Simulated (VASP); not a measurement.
Co:

```
Co
1.0
     2.24744    0.00000    0.00000
     0.00000    2.24744    0.00000
     0.00000    0.00000    2.24744
Co
1
Direct
  0.00000 0.00000 0.00000
```

- Program: VASP 6.6.1
- Task: relaxation of cell and atoms
- Functional: r2SCAN
- Potentials or basis: VASP PAW PBE potentials, release 64 (Co)
- Cutoff: 600 eV
- k mesh: 8 × 8 × 8
- Occupations: gaussian, width 0.1 eV
- Spin: collinear spin, ferromagnetic start
- Starting moments: [2.28] μB

At the start: pressure 20.6 GPa; volume 11.35 Å³/atom.

How do energy, volume and symmetry change on relaxing?

Over 3 steps the energy falls by 69.0 meV/atom and the volume is 12.55 Å³/atom (+10.6 %); space group Pm-3m (No. 221, to 0.05 Å); moment 2.04 μB per cell.

Step by step:
```csv
step,energy change (eV),largest force (eV/Å),pressure (GPa),volume (Å³)
1,0.0000,0.0000,20.56,11.35
2,-0.0034,0.0000,-13.80,13.92
3,-0.0690,0.0000,-0.33,12.55
```

Final structure:
```
Co
1.0
     2.32400    0.00000    0.00000
     0.00000    2.32400    0.00000
     0.00000    0.00000    2.32400
Co
1
Direct
  0.00000 0.00000 0.00000
```

Caveat: the PAW data sets were made with another functional, which shifts forces and pressure a little.
